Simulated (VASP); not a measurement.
# Fe (Im-3m) in VASP: a series of runs

Fe is run at these levels: PBE; tasks: single point.

Program: VASP 6.6.1. These are calculated values, not measurements. Logs are shortened: lines on timing, memory, paths and dates and some standing lists are left out, and cuts for length are marked.

### Step 1. The cell of the first run

The structure is cubic, space group Im-3m (No. 229). Conventional cell: a = 2.810 Å, b = 2.810 Å, c = 2.810 Å, α = 90.00°, β = 90.00°, γ = 90.00°. Within 3.2 Å of Fe (site symmetry m-3m) lie 14 Fe at 2.43 to 2.81 Å.

### Step 2. Single point, PBE, collinear spin, ferromagnetic start

INCAR

```
SYSTEM = Fe
PREC     = Accurate       ! precision mode
ENCUT    = 520            ! plane-wave cutoff, eV
EDIFF    = 1E-6           ! SCF threshold, eV
ISMEAR   = 0              ! smearing method
SIGMA    = 0.05           ! smearing width, eV
LREAL    = .False.        ! projectors in reciprocal space
LASPH    = .True.         ! aspherical terms in the spheres
NELM     = 150            ! most SCF steps
ALGO     = Normal         ! electronic algorithm
ISIF     = 2              ! what is computed and relaxed
LWAVE    = .False.        ! write WAVECAR
LCHARG   = .True.         ! write CHGCAR
ISPIN    = 2              ! spin polarisation
MAGMOM   = 2.44           ! initial moments
LORBIT   = 11             ! projections on sites
LMAXMIX  = 4              ! l up to which the mixer works
GGA      = PE             ! functional
LELF     = .True.         ! ELF
LVHAR    = .True.       
NBANDS   = 14             ! bands
```

KPOINTS

```
regular mesh
0
Gamma
  10 10 10
  0 0 0
```

POSCAR

```
Fe
1.0
   -1.4050600115      1.4050600115      1.4050600115
    1.4050600115     -1.4050600115      1.4050600115
    1.4050600115      1.4050600115     -1.4050600115
Fe
1
Direct
    0.0000000000      0.0000000000      0.0000000000
```

Potentials or basis: VASP PAW PBE potentials, release 64 (Fe).

Launch:

```bash
cat potpaw_PBE.64/Fe/POTCAR > POTCAR
mpirun -np 1 vasp_std > vasp.out
```

OUTCAR:

```text
SYSTEM = Fe
   PREC = Accurate
   ENCUT = 520
   EDIFF = 1E-6
   ISMEAR = 0
   LREAL = .False.
   LASPH = .True.
   NELM = 150
   ISIF = 2
   ISPIN = 2
   LORBIT = 11
   GGA = PE

 ion  position               nearest neighbor table
   1  0.000  0.000  0.000-

  LATTYP: Found a body centered cubic cell.
 ALAT       =     2.8101200230

  Lattice vectors:

 A1 = (  -1.4050600115,   1.4050600115,   1.4050600115)
 A2 = (   1.4050600115,  -1.4050600115,   1.4050600115)
 A3 = (   1.4050600115,   1.4050600115,  -1.4050600115)

Analysis of symmetry for initial positions (statically):
=====================================================================
 Subroutine PRICEL returns:
 Original cell was already a primitive cell.

 Routine SETGRP: Setting up the symmetry group for a
 body centered cubic supercell.

 Subroutine GETGRP returns: Found 48 space group operations
 (whereof 48 operations were pure point group operations)
 out of a pool of 48 trial point group operations.

The static configuration has the point symmetry O_h .

Analysis of symmetry for dynamics (positions and initial velocities):
=====================================================================
 Subroutine PRICEL returns:
 Original cell was already a primitive cell.

 Routine SETGRP: Setting up the symmetry group for a
 body centered cubic supercell.

 Subroutine GETGRP returns: Found 48 space group operations
 (whereof 48 operations were pure point group operations)
 out of a pool of 48 trial point group operations.

The dynamic configuration has the point symmetry O_h .

Analysis of structural, dynamic, and magnetic symmetry:
=====================================================================
 Subroutine PRICEL returns:
 Original cell was already a primitive cell.

 Routine SETGRP: Setting up the symmetry group for a
 body centered cubic supercell.

 Subroutine GETGRP returns: Found 48 space group operations
 (whereof 48 operations were pure point group operations)
 out of a pool of 48 trial point group operations.

The overall configuration has the point symmetry O_h .

 Subroutine INISYM returns: Found 48 space group operations
 (whereof 48 operations are pure point group operations),
 and found     1 'primitive' translations

----------------------------------------------------------------------------------------

                                     Primitive cell

  volume of cell :      11.0954

  direct lattice vectors                    reciprocal lattice vectors
    -1.405060012  1.405060012  1.405060012     0.000000000  0.355856686  0.355856686
     1.405060012 -1.405060012  1.405060012     0.355856686  0.000000000  0.355856686
     1.405060012  1.405060012 -1.405060012     0.355856686  0.355856686  0.000000000

  length of vectors
     2.433635328  2.433635328  2.433635328     0.503257352  0.503257352  0.503257352

  position of ions in fractional coordinates (direct lattice)
     0.000000000  0.000000000  0.000000000

  ion indices of the primitive-cell ions
   primitive index   ion index
                 1           1

----------------------------------------------------------------------------------------

 KPOINTS: regular mesh

Automatic generation of k-mesh.
 Grid dimensions read from file:
 generate k-points for:   10   10   10

 Generating k-lattice:

  Cartesian coordinates                     Fractional coordinates (reciprocal lattice)
     0.000000000  0.035585669  0.035585669     0.100000000  0.000000000  0.000000000
     0.035585669  0.000000000  0.035585669     0.000000000  0.100000000  0.000000000
     0.035585669  0.035585669  0.000000000     0.000000000  0.000000000  0.100000000

  Length of vectors
     0.050325735  0.050325735  0.050325735

  Shift w.r.t. Gamma in fractional coordinates (k-lattice)
     0.000000000  0.000000000  0.000000000

 Subroutine IBZKPT returns following result:
 ===========================================

 Found     47 irreducible k-points:

 Following reciprocal coordinates:
            Coordinates               Weight
  0.000000  0.000000  0.000000      1.000000
  0.100000  0.000000  0.000000     12.000000
  0.200000  0.000000  0.000000     12.000000
  0.300000  0.000000  0.000000     12.000000
  0.400000  0.000000  0.000000     12.000000
  0.500000  0.000000  0.000000      6.000000
[... 16 lines left out ...]
  0.300000  0.300000  0.100000      8.000000
 -0.300000  0.300000  0.100000     24.000000
 [... further k-points ...]
   k-points           NKPTS =     47   k-points in BZ     NKDIM =     47   number of bands    NBANDS=     14
   number of dos      NEDOS =    301   number of ions     NIONS =      1
   total plane-waves  NPLWV =   5832
   dimension x,y,z NGX =    18 NGY =   18 NGZ =   18
   dimension x,y,z NGXF=    36 NGYF=   36 NGZF=   36
   ions per type =               1
   NGX,Y,Z   is equivalent  to a cutoff of  12.30, 12.30, 12.30 a.u.
   NGXF,Y,Z  is equivalent  to a cutoff of  24.59, 24.59, 24.59 a.u.
 SYSTEM =  Fe
   PREC   = accura    normal or accurate (medium, high low for compatibility)
   ISTART =      0    job   : 0-new  1-cont  2-samecut
   ICHARG =      2    charge: 1-file 2-atom 10-const
   ISPIN  =      2    spin polarized calculation?
   LNONCOLLINEAR =      F non collinear calculations
   LSORBIT =      F    spin-orbit coupling
   LASPH  =      T    aspherical Exc in radial PAW
   ENCUT  =  520.0 eV  38.22 Ry    6.18 a.u.   4.52  4.52  4.52*2*pi/ulx,y,z
   NELM   =    150;   NELMIN=  2; NELMDL= -5     # of ELM steps
   EDIFF  = 0.1E-05   stopping-criterion for ELM
   LREAL  =      F    real-space projection
   EDIFFG = 0.1E-04   stopping-criterion for IOM
   NSW    =      0    number of steps for IOM
   IBRION =     -1    ionic relax: 0-MD 1-quasi-New 2-CG
   NFREE  =      0    steps in history (QN), initial steepest desc. (CG)
   ISIF   =      2    stress and relaxation
   ISYM   =      2    0-nonsym 1-usesym 2-fastsym
   POTIM  = 0.5000    time-step for ionic-motion
   TEBEG  =    0.0;   TEEND  =   0.0 temperature during run
   PSTRESS=    0.0 pullay stress
   NELECT =       8.0000    total number of electrons
   NUPDOWN=      -1.0000    fix difference up-down
   EMIN   =  10.00;   EMAX   =-10.00  energy-range for DOS
   EFERMI =   0.00;   METHOD = LEGACY
   ISMEAR =     0;   SIGMA  =   0.05  broadening in eV -4-tet -1-fermi 0-gaus
   EFERMI_NEDOS =   21; number of points for ismear=-14 and -15
   IALGO  =     38    algorithm
   IMIX   =      4    mixing-type and parameters
     AMIX     =   0.40;   BMIX     =  1.00
     AMIX_MAG =   1.60;   BMIX_MAG =  1.00
  volume/ion in A,a.u.               =      11.10        74.88
  Fermi-wavevector in a.u.,A,eV,Ry     =   1.467991  2.774100 29.320508  2.154997
  Thomas-Fermi vector in A             =   2.583542
   LORBIT       =     11    0 simple, 1 ext, 2 COOP (PROOUT), +10 PAW based schemes
   GGA     = PE    functional components
   LHFCALC =     F    Hartree Fock is set to
   AEXX    =    0.0000 exact exchange contribution
   IVDW    =     0    specifies the selected vdW correction
   LEPSILON=     F    determine dielectric tensor
   LRPA    =     F    only Hartree local field effects (RPA)
 spin polarized calculation
 Gauss-broadening in eV      SIGMA  =   0.05
  energy-cutoff  :      520.00
  volume of cell :       11.10
 maximum number of plane-waves:       321
   NGX =  9   NGY =  9   NGZ =  9

 number of electron       8.0000007 magnetization       2.1321523

 Free energy of the ion-electron system (eV)
  ---------------------------------------------------
  ext. energy  EPLUGINS =         0.00000000
  ---------------------------------------------------
  free energy    TOTEN  =        -8.24677605 eV

  energy without entropy =       -8.24492127  energy(sigma->0) =       -8.24584866

 E-fermi :   6.1023     XC(G=0): -13.2530

 val. band max:        6.0790230661   @ k =  -0.4000   0.5000   0.1000
 cond. band min:       6.1023291375   @ k =  -0.4000   0.5000   0.2000
 fundamental gap:      0.0233060714
 Fermi energy:         6.1022761472

 spin component 1

 k-point     1 :       0.0000    0.0000    0.0000
  band No.  band energies     occupation
      1      -2.4910      1.00000
      2       3.7208      1.00000
      3       3.7208      1.00000
      4       3.7208      1.00000
      5       4.9788      1.00000
      6       4.9788      1.00000
      7      31.3379      0.00000
      8      31.3379      0.00000
      9      31.3379      0.00000
     10      36.5767      0.00000
     11      36.5767      0.00000
     12      39.0096      0.00000
     13      39.0096      0.00000
     14      39.0096      0.00000
[... 375 lines left out ...]
 k-point    24 :      -0.3000    0.3000    0.1000
  band No.  band energies     occupation
      1       0.7458      1.00000
      2       3.2072      1.00000
      3       3.4527      1.00000
      4       4.6519      1.00000
      5       5.3758      1.00000
      6       5.5402      1.00000
      7      20.1253      0.00000
      8      25.9856      0.00000
      9      26.5083      0.00000
     10      32.9398      0.00000
     11      33.5387      0.00000
     12      36.3788      0.00000
     13      45.7143      0.00000
     14      45.8277      0.00000

 [... further k-points ...]

 spin component 2

 k-point     1 :       0.0000    0.0000    0.0000
  band No.  band energies     occupation
      1      -2.3437      1.00000
      2       5.5809      1.00000
      3       5.5811      1.00000
      4       5.5811      1.00000
      5       7.6886      0.00000
      6       7.6888      0.00000
      7      31.0713      0.00000
      8      31.0713      0.00000
      9      31.0713      0.00000
     10      36.7548      0.00000
     11      36.7549      0.00000
     12      39.6414      0.00000
     13      39.6414      0.00000
     14      39.6414      0.00000
[... 375 lines left out ...]
 k-point    24 :      -0.3000    0.3000    0.1000
  band No.  band energies     occupation
      1       1.1895      1.00000
      2       4.9442      1.00000
      3       5.1633      1.00000
      4       6.9164      0.00000
      5       7.3944      0.00000
      6       8.1527      0.00000
      7      20.8650      0.00000
      8      26.2116      0.00000
      9      27.0773      0.00000
     10      33.3376      0.00000
     11      33.9717      0.00000
     12      36.7650      0.00000
     13      45.9771      0.00000
     14      46.1570      0.00000

 [... further k-points ...]
[... 5 lines left out ...]
  --------------------------------------------------------------------------------------
  -------------------------------------------------------------------------------------
  Total        0.2823716      0.2823716      0.2823716     -0.0000000     -0.0000000      0.0000000
  in kB       40.7743430     40.7743430     40.7743430     -0.0000000     -0.0000000      0.0000000
  external PRESSURE =      40.7743430 kB  Pullay stress =       0.0000000 kB

 VOLUME and BASIS-vectors are now :
 -----------------------------------------------------------------------------
  energy-cutoff  :      520.00
  volume of cell :       11.10
      direct lattice vectors                 reciprocal lattice vectors
    -1.405060012  1.405060012  1.405060012     0.000000000  0.355856686  0.355856686
     1.405060012 -1.405060012  1.405060012     0.355856686  0.000000000  0.355856686
     1.405060012  1.405060012 -1.405060012     0.355856686  0.355856686  0.000000000

 POSITION                                       TOTAL-FORCE (eV/Angst)
 -----------------------------------------------------------------------------------
      0.00000      0.00000      0.00000        -0.000000      0.000000     -0.000000
 -----------------------------------------------------------------------------------
    total drift:                                0.000000      0.000000      0.000000

  FREE ENERGIE OF THE ION-ELECTRON SYSTEM (eV)
  ---------------------------------------------------
  free  energy   TOTEN  =        -8.2467760533 eV

  energy  without entropy=       -8.2449212746  energy(sigma->0) =       -8.24584866

 total charge

# of ion       s       p       d       tot
------------------------------------------
    1        0.496   0.565   6.256   7.317

 magnetization (x)

# of ion       s       p       d       tot
------------------------------------------
    1       -0.015  -0.063   2.207   2.129
```

Run time: 8.9 s. Hardware: 1 thread of Intel Xeon 6975P-C (Granite Rapids), shared host; peak memory 0.13 GiB.

What came out:

```
Free energy                                           : -8.2468 eV
Pressure                                              : 4.1 GPa
Net moment                                            : 2.13 μB per cell
Site moments                                          : Fe +2.13 μB
Valence electrons inside the program's atomic spheres : Fe 7.32
```

(Part 1 of 2 ends here.)
